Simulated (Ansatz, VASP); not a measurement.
**One calculation of SnTe3, two programs**

The input POSCAR:

```
SnTe3
1.0
    0.0000000000      3.8612190000      3.8612190000
    3.8612190000      0.0000000000      3.8612190000
    3.8612190000      3.8612190000      0.0000000000
Te Sn
3 1
Direct
    0.5000000000      0.5000000000      0.5000000000
    0.7500000000      0.7500000000      0.7500000000
    0.2500000000      0.2500000000      0.2500000000
    0.0000000000      0.0000000000      0.0000000000
```

INCAR.step1

```
PREC = Accurate ; ENCUT = 520
EDIFF = 1E-5 ; ISMEAR = -1
SIGMA = 0.05 ; LREAL = False
LASPH = True ; NELM = 100
ALGO = Normal ; ISIF = 2
LWAVE = True ; NBANDS = 24
GGA = PE
```

File INCAR.step2:

```
PREC = Accurate ; ENCUT = 520
EDIFF = 1E-6 ; ISMEAR = -1
SIGMA = 0.05 ; LREAL = False
LASPH = True ; NELM = 100
ALGO = Normal ; ISIF = 2
LWAVE = False ; LCHARG = True
METAGGA = R2SCAN ; LHFCALC = True
AEXX = 0.35 ; LMIXTAU = True
PRECFOCK = Normal ; LELF = True
LVHAR = True ; NBANDS = 24
ISTART = 1
```

Contents of KPOINTS:

```
regular mesh
0
Gamma
  4 4 4
```

The input input.yaml:

```yaml
crystal:
  lattice:
    - [0.0, 3.861219, 3.861219]
    - [3.861219, 0.0, 3.861219]
    - [3.861219, 3.861219, 0.0]
  atoms:
    - { symbol: Te, position: [0.5, 0.5, 0.5] }
    - { symbol: Te, position: [0.75, 0.75, 0.75] }
    - { symbol: Te, position: [0.25, 0.25, 0.25] }
    - { symbol: Sn, position: [0.0, 0.0, 0.0] }
hamiltonian:
  xc: { exchange: r2scan, correlation: r2scan, exx: { coeff: 0.35 } }
  pseudopotentials: { kind: paw }
kpoints:
  mp_grid: { grid: [4, 4, 4] }
scf:
  occupations: { method: fermi_dirac, width: 0.05 }
output:
  forces: true
  stress: true
  eigenvalues: true
  write_density: true
  write_potential: true
  elf: true
  volumetric_format: npy
```

Alike in both runs: task single point; functional r2SCAN-based global hybrid; k mesh 4 × 4 × 4; occupations fermi-dirac, width 0.05 eV; no spin polarisation.

```csv
,VASP,Ansatz
version,VASP 6.6.1,Ansatz 0.2.0
potentials or method,"VASP PAW PBE potentials, release 64 (Te, Sn_d)",Ansatz PAW
plane-wave cutoff (eV),520,500
valence electrons in the cell,32,62
```

|  | VASP | Ansatz | Ansatz less VASP |
| --- | --- | --- | --- |
| gap on the k mesh at the Fermi level (eV) | none | none | - |
| pressure (GPa) | -3.1 | -1.5 | +1.54 |

VASP's potentials were made for PBE, not for r2SCAN-based global hybrid. A gap of «none» marks a metal or a gap that the smearing closes. The functional is the same, so the differences come from potentials, cutoffs and numerics. VASP's potentials hold 32 valence electrons a cell and Ansatz's 62, so a difference there can come from the potentials and not from the codes.

Neither program's run includes spin-orbit coupling.
